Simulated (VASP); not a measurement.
Input of a VASP 6.6.1 run:

Contents of INCAR:

```
ALGO     = Normal         # electronic algorithm
EDIFF    = 1E-6           # SCF threshold, eV
EDIFFG   = -0.005         # ionic threshold
ENCUT    = 600            # plane-wave cutoff, eV
GGA      = PE             # functional
IBRION   = 2              # ionic algorithm
ISIF     = 3              # what is computed and relaxed
ISMEAR   = -1             # smearing method
LASPH    = True           # aspherical terms in the spheres
LCHARG   = False          # write CHGCAR
LREAL    = False          # projectors in reciprocal space
LWAVE    = False          # write WAVECAR
NELM     = 60             # most SCF steps
NSW      = 100            # ionic steps
PREC     = Accurate       # precision mode
SIGMA    = 0.05           # smearing width, eV
```

File KPOINTS:

```
k-points
0
Gamma
  18 18 18
```

Contents of POSCAR:

```
Mo
1.0
    0.0000000000      1.9244158339      1.9244158339
    1.9244158339      0.0000000000      1.9244158339
    1.9244158339      1.9244158339      0.0000000000
Mo
1
Direct
    0.0000000000      0.0000000000      0.0000000000
```

Potentials or basis: VASP PAW PBE potentials, release 64 (Mo_sv).

Run with:

```bash
$ cat potpaw_PBE.64/Mo_sv/POTCAR > POTCAR
$ mpirun -np 1 vasp_std > vasp.out
```

**Question.** What does it give for the relaxed volume?

**Answer.** 16.05 Å³/atom.

**Question.** What does it give for the space group after relaxing (to 0.05 Å)?

**Answer.** Fm-3m (No. 225).

Final structure:
```
Mo
1.0
     0.00000    2.00217    2.00217
     2.00217    0.00000    2.00217
     2.00217    2.00217    0.00000
Mo
1
Direct
  0.00000 0.00000 0.00000
```
